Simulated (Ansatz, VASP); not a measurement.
**One calculation of BN, two programs**

The input INCAR:

```
SYSTEM = BN
PREC = Accurate
ENCUT = 600
EDIFF = 1E-6
ISMEAR = 0
SIGMA = 0.1
LREAL = .False.
LASPH = .True.
NELM = 120
ALGO = Normal
ISIF = 2
LWAVE = .False.
LCHARG = .False.
GGA = RP
NBANDS = 11
GGA_COMPAT = .False.
```

The input KPOINTS:

```
Automatic mesh
0
Gamma
  4 4 4
  0 0 0
```

POSCAR

```
BN
1.0
    2.5080409239      0.0000000000      0.0000000000
   -1.2467107647      2.1762310413      0.0000000000
   -0.6306650796     -1.0881155206      3.0225400000
B N
1 1
Direct
    0.9796430000      0.9834990000      0.0018060000
    0.6685060000      0.3323850000      0.9849990000
```

Input for Ansatz:

```yaml
crystal:
  lattice:
    - [2.5080409239, 0.0, 0.0]
    - [-1.2467107647, 2.1762310413, 0.0]
    - [-0.6306650796, -1.0881155206, 3.02254]
  atoms:
    - { symbol: B, position: [0.979643, 0.983499, 0.001806] }
    - { symbol: "N", position: [0.668506, 0.332385, 0.984999] }
basis:
  xc_grid: 2
kpoints:
  mp_grid: { grid: [4, 4, 4] }
  band_path: { path: [[0, 0, 0], [0.5, 0, 0], [0.5, 0.5, 0.5]], npoints: 8 }
hamiltonian:
  xc: rpbe
  pseudopotentials: { kind: nc }
scf:
  occupations: { method: gaussian, width: 0.1 }
  max_iter: 80
  convergence: { dr2_threshold: "1e-10 eV" }
output:
  forces: true
  stress: true
  eigenvalues: true
```

Alike in both runs: task single point; functional RPBE; k mesh 4 × 4 × 4; occupations gaussian, width 0.1 eV; no spin polarisation.

|  | VASP | Ansatz |
| --- | --- | --- |
| version | VASP 6.6.1 | Ansatz 0.2.0 |
| potentials or method | VASP PAW PBE potentials, release 64 (B, N) | scalar-relativistic, plane waves, norm-conserving potentials |
| plane-wave cutoff (eV) | 600 | 1240 |
| valence electrons in the cell | 8 | 8 |

|  | VASP | Ansatz | Ansatz less VASP |
| --- | --- | --- | --- |
| gap on the k mesh at the Fermi level (eV) | 3.11 | 3.11 | +0.006 |
| least direct gap on the mesh (eV) | 4.93 | 4.92 | -0.016 |
| pressure (GPa) | 9.1 | 6.8 | -2.35 |
| traceless stress, the component that is largest in VASP (GPa) | -7.15 | -8.14 | -0.995 |
| rms of the force components (eV/Å) | 1.616 | 1.608 | -0.0072 |

VASP's potentials were made for PBE, not for RPBE. Atom by atom the forces differ by 0.017 eV/Å (rms over components).

The k mesh is coarse, so the values compare programs but aren't converged.
